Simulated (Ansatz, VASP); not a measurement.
# TiAl in VASP and in Ansatz

File INCAR:

```
SYSTEM = TiAl
  PREC = Accurate
  ENCUT = 520
  EDIFF = 1E-6
  ISMEAR = 0
  SIGMA = 0.15
  LREAL = .False.
  LASPH = .True.
  NELM = 60
  ALGO = Fast
  ISIF = 2
  LWAVE = .False.
  LCHARG = .True.
  GGA = PS
  LELF = .True.
  LVHAR = .True.
  NBANDS = 14
```

The input KPOINTS:

```
Automatic mesh
0
Gamma
  14 14 14
  0 0 0
```

Contents of POSCAR:

```
TiAl
1.0
    3.2722149480      0.0000000000      0.0000000000
    0.0000000000      3.3877383078      0.0000000000
    0.0000000000      0.0000000000      3.1563759506
Ti Al
1 1
Direct
    0.0000000000      0.0000000000      0.0000000000
    0.5000000000      0.5000000000      0.5000000000
```

Input for Ansatz:

```yaml
crystal:
  lattice:
    - [3.272214948, 0.0, 0.0]
    - [0.0, 3.3877383078, 0.0]
    - [0.0, 0.0, 3.1563759506]
  atoms:
    - { symbol: Ti, position: [0.0, 0.0, 0.0] }
    - { symbol: Al, position: [0.5, 0.5, 0.5] }
basis:
  ecutwfc: 520.0
kpoints:
  mp_grid: { grid: [14, 14, 14] }
hamiltonian:
  xc: pbesol
scf:
  occupations: { method: gaussian, width: 0.15 }
output:
  forces: true
  stress: true
  eigenvalues: true
```

Change from the starting cell: normal strain along x +0.0367, normal strain along y +0.0733.

Alike in both runs: task single point; functional PBEsol; k mesh 14 × 14 × 14; occupations gaussian, width 0.15 eV; no spin polarisation.

|  | VASP | Ansatz |
| --- | --- | --- |
| version | VASP 6.6.1 | Ansatz 0.2.0 |
| potentials or method | VASP PAW PBE potentials, release 64 (Ti_sv, Al), cutoff 520 eV | scalar-relativistic, plane waves, PAW |
| valence electrons in the cell | 15 | 15 |

|  | VASP | Ansatz | Ansatz less VASP |
| --- | --- | --- | --- |
| gap on the k mesh at the Fermi level (eV) | none | none | - |
| pressure (GPa) | -10.1 | -10.1 | -0.06 |
| traceless stress, the component that is largest in VASP (GPa) | 2.34 | 2.34 | +0.005 |

VASP's potentials were made for PBE, not for PBEsol. A gap of «none» marks a metal or a gap that the smearing closes.
